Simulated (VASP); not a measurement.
# HfN (F-43m) in VASP: single point with LDA

Aim: the single point of HfN with LDA.

Everything below comes from runs of VASP 6.6.1. Logs are shortened: lines on timing, memory, paths and dates and some standing lists are left out, and cuts for length are marked.

## (1) The cell of the first run

The structure is cubic, space group F-43m (No. 216). The conventional cell has a = 4.910 Å, b = 4.910 Å, c = 4.910 Å, α = 90.00°, β = 90.00°, γ = 90.00°. Within 2.8 Å of Hf (site symmetry -43m) lie 4 N at 2.13 Å. N (site symmetry -43m) has 4 Hf at 2.13 Å within 2.8 Å.

## (2) Single point, LDA

INCAR reads:

```
SYSTEM = HfN
ALGO = Normal ; EDIFF = 1E-6
ENCUT = 600 ; GGA_COMPAT = .FALSE.
ISIF = 2 ; ISMEAR = 0
LASPH = .TRUE. ; LCHARG = .FALSE.
LREAL = .FALSE. ; LWAVE = .FALSE.
NBANDS = 14 ; NELM = 120
PREC = Accurate ; SIGMA = 0.1
```

KPOINTS reads:

```
k-points
0
G
  6 6 6
  0 0 0
```

POSCAR reads:

```
HfN
1.0
    0.0000000000      2.4548220000      2.4548220000
    2.4548220000      0.0000000000      2.4548220000
    2.4548220000      2.4548220000      0.0000000000
Hf N
1 1
Direct
    0.0000000000      0.0000000000      0.0000000000
    0.7500000000      0.7500000000      0.7500000000
```

Potentials or basis: VASP PAW LDA potentials, release 64 (Hf_pv, N).

The run is started by

```bash
> cat potpaw_LDA.64/Hf_pv/POTCAR potpaw_LDA.64/N/POTCAR > POTCAR
> mpirun -np 1 vasp_std > vasp.out
```

OUTCAR:

```text
SYSTEM = HfN
   EDIFF = 1E-6
   ENCUT = 600
   ISIF = 2
   ISMEAR = 0
   LASPH = .TRUE.
   LREAL = .FALSE.
   NELM = 120
   PREC = Accurate

 ion  position               nearest neighbor table
   1  0.000  0.000  0.000-   2 2.13   2 2.13   2 2.13   2 2.13
   2  0.750  0.750  0.750-   1 2.13   1 2.13   1 2.13   1 2.13

  LATTYP: Found a face centered cubic cell.
 ALAT       =     4.9096440000

  Lattice vectors:

 A1 = (   0.0000000000,   2.4548220000,   2.4548220000)
 A2 = (   2.4548220000,   0.0000000000,   2.4548220000)
 A3 = (   2.4548220000,   2.4548220000,   0.0000000000)

Analysis of symmetry for initial positions (statically):
=====================================================================
 Subroutine PRICEL returns:
 Original cell was already a primitive cell.

 Routine SETGRP: Setting up the symmetry group for a
 face centered cubic supercell.

 Subroutine GETGRP returns: Found 24 space group operations
 (whereof 24 operations were pure point group operations)
 out of a pool of 48 trial point group operations.

The static configuration has the point symmetry T_d .

Analysis of symmetry for dynamics (positions and initial velocities):
=====================================================================
 Subroutine PRICEL returns:
 Original cell was already a primitive cell.

 Routine SETGRP: Setting up the symmetry group for a
 face centered cubic supercell.

 Subroutine GETGRP returns: Found 24 space group operations
 (whereof 24 operations were pure point group operations)
 out of a pool of 48 trial point group operations.

The dynamic configuration has the point symmetry T_d .

 Subroutine INISYM returns: Found 24 space group operations
 (whereof 24 operations are pure point group operations),
 and found     1 'primitive' translations

----------------------------------------------------------------------------------------

                                     Primitive cell

  volume of cell :      29.5863

  direct lattice vectors                    reciprocal lattice vectors
     0.000000000  2.454822000  2.454822000    -0.203680756  0.203680756  0.203680756
     2.454822000  0.000000000  2.454822000     0.203680756 -0.203680756  0.203680756
     2.454822000  2.454822000  0.000000000     0.203680756  0.203680756 -0.203680756

  length of vectors
     3.471642566  3.471642566  3.471642566     0.352785417  0.352785417  0.352785417

  position of ions in fractional coordinates (direct lattice)
     0.000000000  0.000000000  0.000000000
[... 79 lines left out ...]
   PSTRESS=    0.0 pullay stress
   NELECT =      15.0000    total number of electrons
   NUPDOWN=      -1.0000    fix difference up-down
   EMIN   =  10.00;   EMAX   =-10.00  energy-range for DOS
   EFERMI =   0.00;   METHOD = LEGACY
   ISMEAR =     0;   SIGMA  =   0.10  broadening in eV -4-tet -1-fermi 0-gaus
   EFERMI_NEDOS =   21; number of points for ismear=-14 and -15
   IALGO  =     38    algorithm
   IMIX   =      4    mixing-type and parameters
     AMIX     =   0.40;   BMIX     =  1.00
     AMIX_MAG =   1.60;   BMIX_MAG =  1.00
  volume/ion in A,a.u.               =      14.79        99.83
  Fermi-wavevector in a.u.,A,eV,Ry     =   1.305395  2.466839 23.185087  1.704056
  Thomas-Fermi vector in A             =   2.436267
   LORBIT       =      0    0 simple, 1 ext, 2 COOP (PROOUT), +10 PAW based schemes
   GGA     = CA    functional components
   LHFCALC =     F    Hartree Fock is set to
   AEXX    =    0.0000 exact exchange contribution
   IVDW    =     0    specifies the selected vdW correction
   LEPSILON=     F    determine dielectric tensor
   LRPA    =     F    only Hartree local field effects (RPA)
 non-spin polarized calculation
 Gauss-broadening in eV      SIGMA  =   0.10
  energy-cutoff  :      600.00
  volume of cell :       29.59
 maximum number of plane-waves:      1002
   NGX = 13   NGY = 13   NGZ = 13

 number of electron      15.0000001 magnetization

 Free energy of the ion-electron system (eV)
  ---------------------------------------------------
  ext. energy  EPLUGINS =         0.00000000
  ---------------------------------------------------
  free energy    TOTEN  =       -23.02293328 eV

  energy without entropy =      -23.02051854  energy(sigma->0) =      -23.02172591

 E-fermi :   5.7274     XC(G=0): -11.5064

 val. band max:        5.4555560175   @ k =   0.5000   0.3333   0.1667
 cond. band min:       5.8251811353   @ k =   0.3333   0.1667   0.0000
 fundamental gap:      0.3696251178
 Fermi energy:         5.7274119459

 k-point     1 :       0.0000    0.0000    0.0000
  band No.  band energies     occupation
      1     -25.3644      2.00000
      2     -25.3644      2.00000
      3     -25.3644      2.00000
      4     -10.3496      2.00000
      5       0.1156      2.00000
      6       0.1156      2.00000
      7       0.1156      2.00000
      8       4.9490      2.00000
      9       7.6892      0.00000
     10       7.6892      0.00000
     11      12.1101      0.00000
     12      12.1101      0.00000
     13      12.1101      0.00000
     14      16.9665      0.00000
[... 241 lines left out ...]
      1     -25.7792      2.00000
      2     -25.5901      2.00000
      3     -25.5300      2.00000
      4      -8.8386      2.00000
      5      -0.6327      2.00000
      6       1.0931      2.00000
      7       2.0202      2.00000
      8       4.3481      2.00000
      9       7.0523      0.00000
     10       9.0744      0.00000
     11      10.4730      0.00000
     12      11.7171      0.00000
     13      15.4996      0.00000
     14      16.4999      0.00000

------------------------ aborting loop because EDIFF is reached ----------------------------------------

  FORCE on cell =-STRESS in cart. coord.  units (eV):
  Direction    XX          YY          ZZ          XY          YZ          ZX
  --------------------------------------------------------------------------------------
  -------------------------------------------------------------------------------------
  Total       -1.8583924     -1.8583924     -1.8583924      0.0000000      0.0000000      0.0000000
  in kB     -100.6370732   -100.6370732   -100.6370732      0.0000000      0.0000000      0.0000000
  external PRESSURE =    -100.6370732 kB  Pullay stress =       0.0000000 kB

 VOLUME and BASIS-vectors are now :
 -----------------------------------------------------------------------------
  energy-cutoff  :      600.00
  volume of cell :       29.59
      direct lattice vectors                 reciprocal lattice vectors
     0.000000000  2.454822000  2.454822000    -0.203680756  0.203680756  0.203680756
     2.454822000  0.000000000  2.454822000     0.203680756 -0.203680756  0.203680756
     2.454822000  2.454822000  0.000000000     0.203680756  0.203680756 -0.203680756

 POSITION                                       TOTAL-FORCE (eV/Angst)
 -----------------------------------------------------------------------------------
      0.00000      0.00000      0.00000        -0.000000      0.000000      0.000000
      3.68223      3.68223      3.68223         0.000000     -0.000000     -0.000000
 -----------------------------------------------------------------------------------
    total drift:                                0.000000      0.000000      0.000000

  FREE ENERGIE OF THE ION-ELECTRON SYSTEM (eV)
  ---------------------------------------------------
  free  energy   TOTEN  =       -23.0229332837 eV

  energy  without entropy=      -23.0205185425  energy(sigma->0) =      -23.02172591
```

It took 13 s on 1 thread of Intel Xeon 8259CL, shared host; peak memory 0.14 GiB.

Results:

- Free energy: -23.0229 eV
- Pressure: -10.1 GPa

Caveat: the k points lie up to 0.37 Å⁻¹ apart; spin-orbit coupling is left out, which moves the levels of the heavy elements.
